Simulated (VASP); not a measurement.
Set up this calculation in VASP 6.6.1, as the native input.

```
Task                   : single point
Functional             : PBE
Potentials or basis    : VASP PAW PBE potentials, release 64 (Cr_pv)
Cutoff                 : 520 eV
k mesh                 : 10 × 10 × 15
Occupations            : fermi-dirac, width 0.1 eV
Spin                   : no spin polarisation
Dipole correction      : no
Further INCAR settings : ALGO = Normal; EDIFF = 1e-06; NBANDS = 25
```

The structure of Cr lies in POSCAR:

```
Cr
1.0
    4.1176634557      0.0000000000      0.0000000000
   -2.0588317278      3.5660011569      0.0000000000
    0.0000000000      0.0000000000      2.2276436369
Cr
3
Direct
    1.0000000000      0.0000000000      0.0000000000
    0.3333333333      0.6666666667      0.5000000000
    0.6666666667      0.3333333333      0.5000000000
```

This isn't the form of Cr at room conditions, which is bcc.

These files were run (other wordings do the same):

INCAR

```
ALGO     = Normal         # electronic algorithm
EDIFF    = 1E-6           # SCF threshold, eV
ENCUT    = 520            # plane-wave cutoff, eV
GGA      = PE             # functional
ISIF     = 2              # what is computed and relaxed
ISMEAR   = -1             # smearing method
LASPH    = True           # aspherical terms in the spheres
LCHARG   = False          # write CHGCAR
LREAL    = False          # projectors in reciprocal space
LWAVE    = False          # write WAVECAR
NBANDS   = 25             # bands
NELM     = 80             # most SCF steps
PREC     = Accurate       # precision mode
SIGMA    = 0.1            # smearing width, eV
```

KPOINTS

```
k-points
0
Gamma
  10 10 15
```

Potentials or basis: VASP PAW PBE potentials, release 64 (Cr_pv).

Launch:

```bash
$ cat potpaw_PBE.64/Cr_pv/POTCAR > POTCAR
$ mpirun -np 1 vasp_std > vasp.out
```

Results of the run:

```json
{
  "Pressure": "23.2 GPa",
  "Band gap on the k mesh": "zero (bands 18 and 19 overlap by 0.98 eV)"
}
```

Caveat: the cell stands under pressure; the run has no spin polarisation, though such a crystal can be magnetic.

It took 2.1 min on 1 thread of Intel Xeon 8259CL, with other jobs on the host, peak memory 0.2 GiB.
